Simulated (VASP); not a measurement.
# SrTiO3 (P4/mmm) in VASP: notebook, part 2 of 2

VASP 6.6.1.

**3. Single point, PBE (equal xx and yy strain of +1 %)**

INCAR

```
PREC = Accurate
ENCUT = 520
EDIFF = 1E-6
ISMEAR = -1
SIGMA = 0.05
LREAL = False
LASPH = True
NELM = 100
ALGO = Normal
ISIF = 2
LWAVE = False
LCHARG = False
GGA = PE
NBANDS = 28
```

KPOINTS

```
regular mesh
0
Gamma
  7 7 7
```

POSCAR

```
SrTiO3
1.0
    3.9440500000      0.0000000000      0.0000000000
    0.0000000000      3.9440500000      0.0000000000
    0.0000000000      0.0000000000      3.9050000000
Sr Ti O
1 1 3
Direct
    0.0000000000      0.0000000000      0.0000000000
    0.5000000000      0.5000000000      0.5000000000
    0.0000000000      0.5000000000      0.5000000000
    0.5000000000      0.0000000000      0.5000000000
    0.5000000000      0.5000000000      0.0000000000
```

Potentials or basis: VASP PAW PBE potentials, release 64 (Sr_sv, Ti_sv, O).

Started as:

```sh
$ cat potpaw_PBE.64/Sr_sv/POTCAR potpaw_PBE.64/Ti_sv/POTCAR potpaw_PBE.64/O/POTCAR > POTCAR
$ mpirun -np 1 vasp_std > vasp.out
```

OUTCAR:

```text
PREC = Accurate
   ENCUT = 520
   EDIFF = 1E-6
   ISMEAR = -1
   LREAL = False
   LASPH = True
   NELM = 100
   ISIF = 2
   GGA = PE

 ion  position               nearest neighbor table
   1  0.000  0.000  0.000-   3 2.78   4 2.78   3 2.78   4 2.78   3 2.78   3 2.78   4 2.78   4 2.78
                             5 2.79   5 2.79   5 2.79   5 2.79   2 3.40   2 3.40   2 3.40   2 3.40
   2  0.500  0.500  0.500-   5 1.95   5 1.95   3 1.97   4 1.97   4 1.97   3 1.97   1 3.40   1 3.40
                             1 3.40   1 3.40   1 3.40   1 3.40   1 3.40   1 3.40
   3  0.000  0.500  0.500-   2 1.97   2 1.97   1 2.78   1 2.78   1 2.78   1 2.78
   4  0.500  0.000  0.500-   2 1.97   2 1.97   1 2.78   1 2.78   1 2.78   1 2.78
   5  0.500  0.500  0.000-   2 1.95   2 1.95   1 2.79   1 2.79   1 2.79   1 2.79

  LATTYP: Found a simple tetragonal cell.
 ALAT       =     3.9440500000
 C/A-ratio  =     0.9900990099

  Lattice vectors:

 A1 = (   3.9440500000,   0.0000000000,   0.0000000000)
 A2 = (   0.0000000000,   3.9440500000,   0.0000000000)
 A3 = (   0.0000000000,   0.0000000000,   3.9050000000)

Analysis of symmetry for initial positions (statically):
=====================================================================
 Subroutine PRICEL returns:
[... 182 lines left out ...]
 Fermi energy:         4.9057729529

 k-point     1 :       0.0000    0.0000    0.0000
  band No.  band energies     occupation
      1     -52.5444      2.00000
      2     -28.8475      2.00000
      3     -28.7826      2.00000
      4     -28.7758      2.00000
      5     -28.7758      2.00000
      6     -13.3553      2.00000
[... 733 lines left out ...]
     27      12.2366      0.00000
     28      12.4476      0.00000

 [... further k-points ...]

------------------------ aborting loop because EDIFF is reached ----------------------------------------

  FORCE on cell =-STRESS in cart. coord.  units (eV):
  Direction    XX          YY          ZZ          XY          YZ          ZX
  --------------------------------------------------------------------------------------
  -------------------------------------------------------------------------------------
  Total        0.2671927      0.2671927      1.1207923      0.0000000      0.0000000      0.0000000
  in kB        7.0474075      7.0474075     29.5617312      0.0000000      0.0000000      0.0000000
  external PRESSURE =      14.5521821 kB  Pullay stress =       0.0000000 kB

 VOLUME and BASIS-vectors are now :
 -----------------------------------------------------------------------------
  energy-cutoff  :      520.00
  volume of cell :       60.74
      direct lattice vectors                 reciprocal lattice vectors
     3.944050000  0.000000000  0.000000000     0.253546481  0.000000000  0.000000000
     0.000000000  3.944050000  0.000000000     0.000000000  0.253546481  0.000000000
     0.000000000  0.000000000  3.905000000     0.000000000  0.000000000  0.256081946

 POSITION                                       TOTAL-FORCE (eV/Angst)
 -----------------------------------------------------------------------------------
      0.00000      0.00000      0.00000         0.000000      0.000000      0.000000
      1.97202      1.97202      1.95250         0.000000      0.000000      0.000000
      0.00000      1.97202      1.95250         0.000000      0.000000      0.000000
      1.97202      0.00000      1.95250         0.000000      0.000000      0.000000
      1.97202      1.97202      0.00000         0.000000      0.000000      0.000000
 -----------------------------------------------------------------------------------
    total drift:                                0.000000      0.000000     -0.000000

  FREE ENERGIE OF THE ION-ELECTRON SYSTEM (eV)
  ---------------------------------------------------
  free  energy   TOTEN  =       -40.0985158519 eV

  energy  without entropy=      -40.0985158508  energy(sigma->0) =      -40.09851585
```

OSZICAR:

```text
N       E                     dE             d eps       ncg     rms          rms(c)
DAV:   1     0.433236847395E+03    0.43324E+03   -0.21362E+04  2240   0.159E+03
DAV:   2    -0.419966237505E+01   -0.43744E+03   -0.41704E+03  2500   0.440E+02
DAV:   3    -0.482601614218E+02   -0.44060E+02   -0.43732E+02  3068   0.136E+02
DAV:   4    -0.504203336762E+02   -0.21602E+01   -0.21554E+01  3412   0.254E+01
DAV:   5    -0.504739365506E+02   -0.53603E-01   -0.53593E-01  3096   0.342E+00    0.259E+01
DAV:   6    -0.401657238409E+02    0.10308E+02   -0.53670E+01  3236   0.639E+01    0.141E+01
DAV:   7    -0.401880255578E+02   -0.22302E-01   -0.82440E+00  2996   0.214E+01    0.106E+01
DAV:   8    -0.401361044392E+02    0.51921E-01   -0.12968E+00  2688   0.116E+01    0.312E+00
DAV:   9    -0.401136251374E+02    0.22479E-01   -0.29048E-01  2920   0.435E+00    0.129E+00
DAV:  10    -0.401024494209E+02    0.11176E-01   -0.91050E-02  2860   0.229E+00    0.625E-01
DAV:  11    -0.400986294488E+02    0.38200E-02   -0.16705E-02  3592   0.125E+00    0.179E-01
DAV:  12    -0.400985818630E+02    0.47586E-04   -0.11986E-03  2732   0.350E-01    0.152E-01
DAV:  13    -0.400985414353E+02    0.40428E-04   -0.24521E-04  3596   0.157E-01    0.672E-02
DAV:  14    -0.400985185706E+02    0.22865E-04   -0.39804E-04  2556   0.121E-01    0.321E-02
DAV:  15    -0.400985162182E+02    0.23525E-05   -0.29948E-05  2916   0.407E-02    0.161E-02
DAV:  16    -0.400985158519E+02    0.36624E-06   -0.26628E-06  2200   0.140E-02
   1 F= -.40098516E+02 E0= -.40098516E+02  d E =-.112068E-08
```

Run time: 74 s. Hardware: 1 thread of Intel Xeon Platinum 8259CL at 2.50GHz (Skylake/Cascade Lake), shared host; peak memory 0.21 GiB.

Results:

* Free energy: -40.0985 eV
* Pressure: 1.5 GPa
* Band gap on the k mesh: 1.87 eV, indirect (least direct gap 2.17 eV)

Stress tensor (GPa, compression positive):
```
0.70 0.00 0.00
0.00 0.70 0.00
0.00 0.00 2.96
```

Caveat: the cell differs from its parent crystal (equal xx and yy strain of +1 %). A k mesh can miss the band edges.

**4. Single point, PBE (equal xx and yy strain of +3 %)**

INCAR

```
SYSTEM = SrTiO3
PREC = Accurate ; ENCUT = 520
EDIFF = 1E-6 ; ISMEAR = -1
SIGMA = 0.05 ; LREAL = .False.
LASPH = .True. ; NELM = 100
ALGO = Normal ; ISIF = 2
LWAVE = .False. ; LCHARG = .False.
GGA = PE ; NBANDS = 28
```

KPOINTS

```
regular mesh
0
Gamma
  7 7 7
  0 0 0
```

Edit POSCAR of step 3 so:

```diff
@@ -2,4 +2,4 @@
 1.0
-    3.9440500000      0.0000000000      0.0000000000
-    0.0000000000      3.9440500000      0.0000000000
+    4.0221500000      0.0000000000      0.0000000000
+    0.0000000000      4.0221500000      0.0000000000
     0.0000000000      0.0000000000      3.9050000000
```

Started as:

```sh
$ cat potpaw_PBE.64/Sr_sv/POTCAR potpaw_PBE.64/Ti_sv/POTCAR potpaw_PBE.64/O/POTCAR > POTCAR
$ mpirun -np 1 vasp_std > vasp.out
```

It took 77 s on 1 thread of Intel Xeon Platinum 8259CL at 2.50GHz (Skylake/Cascade Lake), shared host; peak memory 0.21 GiB.

Results (log left out):

* Free energy: -40.0529 eV
* Pressure: -4.8 GPa
* Band gap on the k mesh: 1.77 eV, indirect (least direct gap 2.09 eV)

Stress tensor (GPa, compression positive):
```
-6.69  0.00  0.00
 0.00 -6.69  0.00
 0.00  0.00 -0.91
```

Levels at points of the mesh, in eV from the valence-band top:
```csv
k point,band 18,band 19,band 20,band 21,band 22,band 23
"(0.00, 0.00, 0.00)",-0.33,-0.33,-0.31,1.77,1.82,1.82
```

Caveat: the cell differs from its parent crystal (equal xx and yy strain of +3 %).

**5. Summary**

| cell | gap on the mesh (eV) | pressure (GPa) |
| --- | --- | --- |
| a = 3.827, b = 3.827, c = 3.905 Å, 5 atoms | 1.98 | 13.5 |
| a = 3.944, b = 3.944, c = 3.905 Å, 5 atoms | 1.87 | 1.5 |
| a = 4.022, b = 4.022, c = 3.905 Å, 5 atoms | 1.77 | -4.8 |

Alike in all rows: task single point; level PBE; potentials or basis VASP PAW PBE potentials, release 64 (Sr_sv, Ti_sv, O); no spin polarisation; k mesh 7 × 7 × 7; cutoff (eV) 520; smearing fermi-dirac 0.05 eV.

Absolute energies hang on the potentials; compare differences alone.
